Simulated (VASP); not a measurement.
# Mg3I2 (R-3c) in VASP: further runs

The runs below take Mg3I2 through relaxation of cell and atoms, single point, with PBE.

All numbers are computed with VASP 6.6.1; they aren't measurements. Logs are shortened: lines on timing, memory, paths and dates and some standing lists are left out, and cuts for length are marked.

### Step 1. The cell of the first run

Symmetry: R-3c, No. 167, trigonal system. The conventional cell has a = 7.141 Å, b = 7.141 Å, c = 19.497 Å, α = 90.00°, β = 90.00°, γ = 120.00°. Mg (site symmetry 2) has 4 I at 2.78 to 2.96 Å and 8 Mg at 3.79 to 4.09 Å within 4.1 Å. Within 3.7 Å of I (site symmetry 3) lie 6 Mg at 2.78 to 2.96 Å.

### Step 2. Relaxation of cell and atoms, PBE

The input, INCAR:

```
PREC     = Accurate       # precision mode
ENCUT    = 600            # plane-wave cutoff, eV
EDIFF    = 1E-6           # SCF threshold, eV
ISMEAR   = 0              # smearing method
SIGMA    = 0.1            # smearing width, eV
LREAL    = False          # projectors in reciprocal space
LASPH    = True           # aspherical terms in the spheres
NELM     = 80             # most SCF steps
ALGO     = Normal         # electronic algorithm
ISIF     = 3              # what is computed and relaxed
LWAVE    = False          # write WAVECAR
LCHARG   = False          # write CHGCAR
GGA      = PE             # functional
IBRION   = 2              # ionic algorithm
NSW      = 90             # ionic steps
EDIFFG   = -0.04          # ionic threshold
```

The input, KPOINTS:

```
Automatic mesh
0
Gamma
  3 3 3
```

The input, POSCAR:

```
Mg3I2
1.0
    3.5705571732      2.0614621451      6.4989502480
   -3.5705571732      2.0614621451      6.4989502480
    0.0000000000     -4.1229242903      6.4989502480
Mg I
6 4
Direct
    0.0562500000      0.4437500000      0.7500000000
    0.7500000000      0.0562500000      0.4437500000
    0.4437500000      0.7500000000      0.0562500000
    0.9437500000      0.5562500000      0.2500000000
    0.2500000000      0.9437500000      0.5562500000
    0.5562500000      0.2500000000      0.9437500000
    0.8521800000      0.8521800000      0.8521800000
    0.6478200000      0.6478200000      0.6478200000
    0.1478200000      0.1478200000      0.1478200000
    0.3521800000      0.3521800000      0.3521800000
```

Potentials or basis: VASP PAW PBE potentials, release 64 (Mg, I).

Command:

```console
> cat potpaw_PBE.64/Mg/POTCAR potpaw_PBE.64/I/POTCAR > POTCAR
> mpirun -np 1 vasp_std > vasp.out
```

OUTCAR:

```text
PREC = Accurate
   ENCUT = 600
   EDIFF = 1E-6
   ISMEAR = 0
   LREAL = False
   LASPH = True
   NELM = 80
   ISIF = 3
   GGA = PE
   IBRION = 2
   NSW = 90
   EDIFFG = -0.04

 ion  position               nearest neighbor table
   1  0.056  0.444  0.750-   9 2.78  10 2.78   7 2.96   8 2.96
   2  0.750  0.056  0.444-  10 2.78   9 2.78   8 2.96   7 2.96
   3  0.444  0.750  0.056-   9 2.78  10 2.78   7 2.96   8 2.96
   4  0.944  0.556  0.250-   7 2.78   8 2.78   9 2.96  10 2.96
   5  0.250  0.944  0.556-   8 2.78   7 2.78  10 2.96   9 2.96
   6  0.556  0.250  0.944-   7 2.78   8 2.78   9 2.96  10 2.96
   7  0.852  0.852  0.852-   6 2.78   5 2.78   4 2.78   1 2.96   3 2.96   2 2.96
   8  0.648  0.648  0.648-   5 2.78   6 2.78   4 2.78   1 2.96   2 2.96   3 2.96
   9  0.148  0.148  0.148-   3 2.78   2 2.78   1 2.78   4 2.96   6 2.96   5 2.96
  10  0.352  0.352  0.352-   2 2.78   3 2.78   1 2.78   4 2.96   5 2.96   6 2.96

  LATTYP: Found a trigonal (rhomboedric) cell.
 ALAT       =     7.6964185846
 COS(alpha) =     0.5695481095

  Lattice vectors:

 A1 = (   3.5705571732,   2.0614621451,   6.4989502480)
 A2 = (  -3.5705571732,   2.0614621451,   6.4989502480)
 A3 = (   0.0000000000,  -4.1229242903,   6.4989502480)

Analysis of symmetry for initial positions (statically):
=====================================================================
 Subroutine PRICEL returns:
 Original cell was already a primitive cell.

 Routine SETGRP: Setting up the symmetry group for a
 trigonal (rhombohedral) supercell.

 Subroutine GETGRP returns: Found 12 space group operations
 (whereof  6 operations were pure point group operations)
 out of a pool of 12 trial point group operations.

The static configuration has the point symmetry S_6 .
 The point group associated with its full space group is D_3d.

Analysis of symmetry for dynamics (positions and initial velocities):
=====================================================================
 Subroutine PRICEL returns:
 Original cell was already a primitive cell.

 Routine SETGRP: Setting up the symmetry group for a
 trigonal (rhombohedral) supercell.

 Subroutine GETGRP returns: Found 12 space group operations
 (whereof  6 operations were pure point group operations)
 out of a pool of 12 trial point group operations.

The dynamic configuration has the point symmetry S_6 .
 The point group associated with its full space group is D_3d.

 Subroutine INISYM returns: Found 12 space group operations
 (whereof  6 operations are pure point group operations),
 and found     1 'primitive' translations

----------------------------------------------------------------------------------------

                                     Primitive cell

  volume of cell :     287.0158

  direct lattice vectors                    reciprocal lattice vectors
     3.570557173  2.061462145  6.498950248     0.140034167  0.080848764  0.051290335
    -3.570557173  2.061462145  6.498950248    -0.140034167  0.080848764  0.051290335
     0.000000000 -4.122924290  6.498950248     0.000000000 -0.161697528  0.051290335

  length of vectors
     7.696418585  7.696418585  7.696418585     0.169637228  0.169637228  0.169637228

  position of ions in fractional coordinates (direct lattice)
     0.056250000  0.443750000  0.750000000
     0.750000000  0.056250000  0.443750000
     0.443750000  0.750000000  0.056250000
     0.943750000  0.556250000  0.250000000
     0.250000000  0.943750000  0.556250000
     0.556250000  0.250000000  0.943750000
     0.852180000  0.852180000  0.852180000
     0.647820000  0.647820000  0.647820000
     0.147820000  0.147820000  0.147820000
     0.352180000  0.352180000  0.352180000

  ion indices of the primitive-cell ions
   primitive index   ion index
                 1           1
                 2           2
                 3           3
                 4           4
                 5           5
                 6           6
                 7           7
                 8           8
                 9           9
                10          10

----------------------------------------------------------------------------------------

 KPOINTS: Automatic mesh

Automatic generation of k-mesh.
 Grid dimensions read from file:
 generate k-points for:    3    3    3

 Generating k-lattice:

  Cartesian coordinates                     Fractional coordinates (reciprocal lattice)
     0.046678056  0.026949588  0.017096778     0.333333333 -0.000000000  0.000000000
    -0.046678056  0.026949588  0.017096778    -0.000000000  0.333333333  0.000000000
     0.000000000 -0.053899176  0.017096778     0.000000000  0.000000000  0.333333333

  Length of vectors
     0.056545743  0.056545743  0.056545743

  Shift w.r.t. Gamma in fractional coordinates (k-lattice)
     0.000000000  0.000000000  0.000000000

 Subroutine IBZKPT returns following result:
 ===========================================

 Found      6 irreducible k-points:

 Following reciprocal coordinates:
            Coordinates               Weight
  0.000000  0.000000  0.000000      1.000000
  0.333333  0.000000  0.000000      6.000000
  0.333333  0.333333  0.000000      6.000000
 -0.333333  0.333333  0.000000      6.000000
  0.333333  0.333333  0.333333      2.000000
 -0.333333  0.333333  0.333333      6.000000
   k-points           NKPTS =      6   k-points in BZ     NKDIM =      6   number of bands    NBANDS=     26
   number of dos      NEDOS =    301   number of ions     NIONS =     10
   total plane-waves  NPLWV = 262144
   dimension x,y,z NGX =    64 NGY =   64 NGZ =   64
   dimension x,y,z NGXF=   128 NGYF=  128 NGZF=  128
   ions per type =               6   4
   NGX,Y,Z   is equivalent  to a cutoff of  13.82, 13.82, 13.82 a.u.
   NGXF,Y,Z  is equivalent  to a cutoff of  27.65, 27.65, 27.65 a.u.
 SYSTEM =  unknown system
   PREC   = accura    normal or accurate (medium, high low for compatibility)
   ISTART =      0    job   : 0-new  1-cont  2-samecut
   ICHARG =      2    charge: 1-file 2-atom 10-const
   ISPIN  =      1    spin polarized calculation?
   LNONCOLLINEAR =      F non collinear calculations
   LSORBIT =      F    spin-orbit coupling
   LASPH  =      T    aspherical Exc in radial PAW
   ENCUT  =  600.0 eV  44.10 Ry    6.64 a.u.  15.37 15.37 15.37*2*pi/ulx,y,z
   NELM   =     80;   NELMIN=  2; NELMDL= -5     # of ELM steps
   EDIFF  = 0.1E-05   stopping-criterion for ELM
   LREAL  =      F    real-space projection
   EDIFFG = -.4E-01   stopping-criterion for IOM
   NSW    =     90    number of steps for IOM
   IBRION =      2    ionic relax: 0-MD 1-quasi-New 2-CG
   NFREE  =      1    steps in history (QN), initial steepest desc. (CG)
   ISIF   =      3    stress and relaxation
   ISYM   =      2    0-nonsym 1-usesym 2-fastsym
   POTIM  = 0.5000    time-step for ionic-motion
   TEBEG  =    0.0;   TEEND  =   0.0 temperature during run
   PSTRESS=    0.0 pullay stress
   NELECT =      40.0000    total number of electrons
   NUPDOWN=      -1.0000    fix difference up-down
   EMIN   =  10.00;   EMAX   =-10.00  energy-range for DOS
   EFERMI =   0.00;   METHOD = LEGACY
   ISMEAR =     0;   SIGMA  =   0.10  broadening in eV -4-tet -1-fermi 0-gaus
   EFERMI_NEDOS =   21; number of points for ismear=-14 and -15
   IALGO  =     38    algorithm
   IMIX   =      4    mixing-type and parameters
     AMIX     =   0.40;   BMIX     =  1.00
     AMIX_MAG =   1.60;   BMIX_MAG =  1.00
  volume/ion in A,a.u.               =      28.70       193.69
  Fermi-wavevector in a.u.,A,eV,Ry     =   0.848776  1.603953  9.801910  0.720420
  Thomas-Fermi vector in A             =   1.964492
   LORBIT       =      0    0 simple, 1 ext, 2 COOP (PROOUT), +10 PAW based schemes
   GGA     = PE    functional components
   LHFCALC =     F    Hartree Fock is set to
   AEXX    =    0.0000 exact exchange contribution
   IVDW    =     0    specifies the selected vdW correction
   LEPSILON=     F    determine dielectric tensor
   LRPA    =     F    only Hartree local field effects (RPA)
 conjugate gradient relaxation of ions
 non-spin polarized calculation
 Gauss-broadening in eV      SIGMA  =   0.10
  energy-cutoff  :      600.00
  volume of cell :      287.02
 maximum number of plane-waves:      9613
 NGX is ok and might be reduce to    64
   NGX = 31   NGY = 31   NGZ = 31

--------------------------------------- Ionic step        1  -------------------------------------------

 number of electron      40.0000001 magnetization

 Free energy of the ion-electron system (eV)
  ---------------------------------------------------
  ext. energy  EPLUGINS =         0.00000000
  ---------------------------------------------------
  free energy    TOTEN  =       -11.65836636 eV

  energy without entropy =      -11.63336325  energy(sigma->0) =      -11.64586481

------------------------ aborting loop because EDIFF is reached ----------------------------------------

  FORCE on cell =-STRESS in cart. coord.  units (eV):
  Direction    XX          YY          ZZ          XY          YZ          ZX
  --------------------------------------------------------------------------------------
  -------------------------------------------------------------------------------------
  Total       14.0747281     14.0747281     13.7999133      0.0000000     -0.0000000      0.0000000
  in kB       78.5678333     78.5678333     77.0337644      0.0000000     -0.0000000      0.0000000
  external PRESSURE =      78.0564770 kB  Pullay stress =       0.0000000 kB
[... 113 lines left out ...]
  FREE ENERGIE OF THE ION-ELECTRON SYSTEM (eV)
  ---------------------------------------------------
  free  energy   TOTEN  =       -13.7608362532 eV

  energy  without entropy=      -13.7086005394  energy(sigma->0) =      -13.73471840

[... ionic steps 4 to 23 ...]

--------------------------------------- Ionic step       24  -------------------------------------------

 number of electron      40.0000001 magnetization

------------------------ aborting loop because EDIFF is reached ----------------------------------------

  FORCE on cell =-STRESS in cart. coord.  units (eV):
  Direction    XX          YY          ZZ          XY          YZ          ZX
  --------------------------------------------------------------------------------------
  -------------------------------------------------------------------------------------
  Total        0.7878939      0.7878939      0.8813713      0.0000000     -0.0000000     -0.0000000
  in kB        3.5087440      3.5087440      3.9250291      0.0000000     -0.0000000     -0.0000000
  external PRESSURE =       3.6475057 kB  Pullay stress =       0.0000000 kB
[... 73 lines left out ...]
  energy  without entropy=      -14.2880688949  energy(sigma->0) =      -14.30226920

--------------------------------------- Ionic step       26  -------------------------------------------

 number of electron      39.9999999 magnetization

 Free energy of the ion-electron system (eV)
  ---------------------------------------------------
  ext. energy  EPLUGINS =         0.00000000
  ---------------------------------------------------
  free energy    TOTEN  =       -14.32196087 eV

  energy without entropy =      -14.29716292  energy(sigma->0) =      -14.30956189

 E-fermi :   2.9854     XC(G=0):  -7.6338

 val. band max:        2.8978724877   @ k =   0.3333   0.3333   0.3333
 cond. band min:       3.0073590600   @ k =  -0.3333   0.3333   0.3333
 fundamental gap:      0.1094865723
 Fermi energy:         2.9853677198

 k-point     1 :       0.0000    0.0000    0.0000
  band No.  band energies     occupation
      1     -11.1203      2.00000
      2     -10.9284      2.00000
      3     -10.8792      2.00000
      4     -10.7641      2.00000
      5      -2.1269      2.00000
      6      -2.1269      2.00000
[... 200 lines left out ...]
  FREE ENERGIE OF THE ION-ELECTRON SYSTEM (eV)
  ---------------------------------------------------
  free  energy   TOTEN  =       -14.3219608705 eV

  energy  without entropy=      -14.2971629168  energy(sigma->0) =      -14.30956189

 reached required accuracy - stopping structural energy minimisation
```

Wall time 22 min (1 thread of Intel Xeon Platinum 8488C (Sapphire Rapids), shared host); peak memory 0.63 GiB.

Results:

```
Free energy                           : -14.3220 eV
Relaxed volume                        : 37.12 Å³/atom
Relaxed cell                          : a = 7.489 Å, b = 7.489 Å, c = 7.489 Å, α = 72.39°, β = 72.39°, γ = 72.39°
Space group after relaxing (to 0.1 Å) : R-3c (No. 167)
Energy gained by relaxing             : 266.4 meV/atom
Ionic steps                           : 26
Pressure after relaxing               : -0.1 GPa
Largest force after relaxing          : 0.037 eV/Å
Band gap on the k mesh                : zero (bands 20 and 21 overlap by 0.59 eV)
```

Forces in eV/Å, atoms in the order of the input:
```
Mg  -0.037  0.000  0.000
Mg   0.018 -0.032  0.000
Mg   0.018  0.032  0.000
Mg   0.037  0.000  0.000
Mg  -0.018  0.032  0.000
Mg  -0.018 -0.032  0.000
I    0.000  0.000 -0.003
I    0.000  0.000  0.003
I    0.000  0.000  0.003
I    0.000  0.000 -0.003
```

Step by step:
```
step  energy change (eV)  largest force (eV/Å)  pressure (GPa)  volume (Å³)
   1              0.0000                0.1731            7.81       287.02
   2             -1.7625                0.0518            2.24       349.11
   3             -2.1025                0.0558            0.87       385.75
   4             -2.0238                0.0701           -0.98       466.55
   5             -2.1872                0.0628           -0.06       419.02
   6             -2.1873                0.0633            0.02       416.05
   7             -2.1942                0.0502            0.02       416.09
   8             -2.2123                0.0147            0.02       416.16
   9             -2.2337                0.0818            0.04       415.96
  10             -2.2355                0.1285            0.06       415.73
  11             -2.2464                0.1449           -0.02       417.56
  12             -2.2681                0.2023           -0.26       422.57
  13             -2.2801                0.2117           -0.26       421.01
  14             -2.3166                0.2453           -0.25       416.18
  15             -2.3876                0.3330           -0.25       405.79
  16             -2.4498                0.5361           -0.23       382.04
  17             -2.4634                0.5203           -0.23       380.06
  18             -2.4924                0.4648           -0.23       374.01
  19             -2.4701                0.2777           -0.13       361.60
  20             -2.4954                0.4282           -0.21       369.96
  21             -2.5242                0.3855           -0.16       369.04
  22             -2.5917                0.2694           -0.03       366.24
  23             -2.6494                0.0817            0.32       360.45
  24             -2.6500                0.0637            0.36       359.77
  25             -2.6581                0.0409            0.21       363.39
  26             -2.6636                0.0368           -0.08       371.17
```

Final structure:
```cif
data_structure
_symmetry_space_group_name_H-M 'P 1'
_symmetry_Int_Tables_number 1
_cell_length_a 7.4891
_cell_length_b 7.4891
_cell_length_c 7.4891
_cell_angle_alpha 72.393
_cell_angle_beta 72.393
_cell_angle_gamma 72.393
_cell_volume 371.17
loop_
_atom_site_label
_atom_site_type_symbol
_atom_site_fract_x
_atom_site_fract_y
_atom_site_fract_z
_atom_site_occupancy
Mg1 Mg 0.05830 0.44170 0.75000 1
Mg2 Mg 0.75000 0.05830 0.44170 1
Mg3 Mg 0.44170 0.75000 0.05830 1
Mg4 Mg 0.94170 0.55830 0.25000 1
Mg5 Mg 0.25000 0.94170 0.55830 1
Mg6 Mg 0.55830 0.25000 0.94170 1
I1 I 0.87254 0.87254 0.87254 1
I2 I 0.62746 0.62746 0.62746 1
I3 I 0.12746 0.12746 0.12746 1
I4 I 0.37254 0.37254 0.37254 1
```

Caveat: the volume moved by over 15 % at a fixed basis, so the end points are rough; spin-orbit coupling is left out, which moves the levels of the heavy elements.

### Step 3. Single point, PBE

This run uses another cell than the first one, of 38.93 Å³/atom.

The input, INCAR:

```
SYSTEM = Mg3I2
ALGO = Normal
EDIFF = 1E-6
ENCUT = 520
GGA = PE
ISIF = 2
ISMEAR = 0
LASPH = .TRUE.
LCHARG = .FALSE.
LREAL = .FALSE.
LWAVE = .FALSE.
NBANDS = 31
NELM = 80
PREC = Accurate
SIGMA = 0.1
```

The input, KPOINTS:

```
k-points
0
G
  6 6 6
  0 0 0
```

The input, POSCAR:

```
Mg3I2
1.0
    3.7925186812      2.1896116815      7.8130020686
   -3.7925186812      2.1896116815      7.8130020686
    0.0000000000     -4.3792233630      7.8130020686
Mg I
6 4
Direct
    0.4806837064      0.0193162936      0.2500000000
    0.2500000000      0.4806837064      0.0193162936
    0.0193162936      0.2500000000      0.4806837064
    0.5193162936      0.9806837064      0.7500000000
    0.7500000000      0.5193162936      0.9806837064
    0.9806837064      0.7500000000      0.5193162936
    0.4002617383      0.4002617383      0.4002617383
    0.0997382617      0.0997382617      0.0997382617
    0.5997382617      0.5997382617      0.5997382617
    0.9002617383      0.9002617383      0.9002617383
```

Potentials or basis: VASP PAW PBE potentials, release 64 (Mg, I).

Command:

```console
> cat potpaw_PBE.64/Mg/POTCAR potpaw_PBE.64/I/POTCAR > POTCAR
> mpirun -np 1 vasp_std > vasp.out
```

It took 8.2 min on 1 thread of Intel Xeon Platinum 8488C (Sapphire Rapids), shared host; peak memory 0.86 GiB.

The run converged. Its results:

```yaml
Free_energy: -16.0840 eV
Pressure: 0.0 GPa
Band_gap_on_the_k_mesh: zero (bands 20 and 21 overlap by 0.29 eV)
```

Levels at points of the mesh, in eV from the Fermi level:
```csv
k point,band 16,band 17,band 18,band 19,band 20,band 21,band 22,band 23,band 24,band 25
"(0.00, 0.00, 0.00)",-3.58,-3.16,-2.05,-0.20,-0.20,0.48,0.48,1.58,1.75,2.02
"(0.50, 0.00, 0.00)",-3.75,-2.03,-2.03,-0.31,-0.31,0.33,0.33,0.93,0.93,1.71
"(0.50, 0.50, 0.00)",-3.77,-2.22,-1.97,-0.67,-0.40,0.24,0.52,0.88,1.09,1.68
"(0.50, 0.50, 0.50)",-3.79,-2.52,-2.52,0.29,0.29,0.29,0.29,0.87,0.87,1.70
```

Caveat: spin-orbit coupling is left out, which moves the levels of the heavy elements.
